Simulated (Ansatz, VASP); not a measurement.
# One calculation of Sc3Te2, two programs

```
Sc Te
1.0
     4.96612    0.00000    0.00000
    -2.48306    4.30078    0.00000
     0.00000    0.00000    5.97397
Sc Te
3 2
Direct
  0.00000 0.00000 0.76327
  0.00000 0.00000 0.23673
  0.66667 0.33333 0.00000
  0.66667 0.33333 0.50000
  0.33333 0.66667 0.00000
```

Change from the starting cell: species swapped into the Fe3Ge2 type (P-6m2, No. 187).

Alike in both runs: task single point; functional PBE; k mesh 6 × 6 × 4; occupations gaussian, width 0.1 eV; collinear spin.

|  | VASP | Ansatz |
| --- | --- | --- |
| version | VASP 6.6.1 | Ansatz 0.2.0 |
| potentials or method | VASP PAW PBE potentials, release 64 (Sc_sv, Te), cutoff 520 eV | scalar-relativistic, plane waves, PAW |
| valence electrons in the cell | 45 | 65 |

Ansatz gave:

- gap on the k mesh at the Fermi level (eV): none
- pressure (GPa): 0.0
- rms of the force components (eV/Å): 0.005
- net moment per atom (μB): 0.00

Task: Estimate VASP's values.

Result: gap on the k mesh at the Fermi level (eV): none; pressure (GPa): 0.1; rms of the force components (eV/Å): 0.000; net moment per atom (μB): 0.00.

Atom by atom the forces differ by 0.005 eV/Å (rms over components). A gap of «none» marks a metal or a gap that the smearing closes. VASP's potentials hold 45 valence electrons a cell and Ansatz's 65, so a difference there can come from the potentials and not from the codes. Ansatz's warnings: seeded moment not kept.

Neither program's run includes spin-orbit coupling.
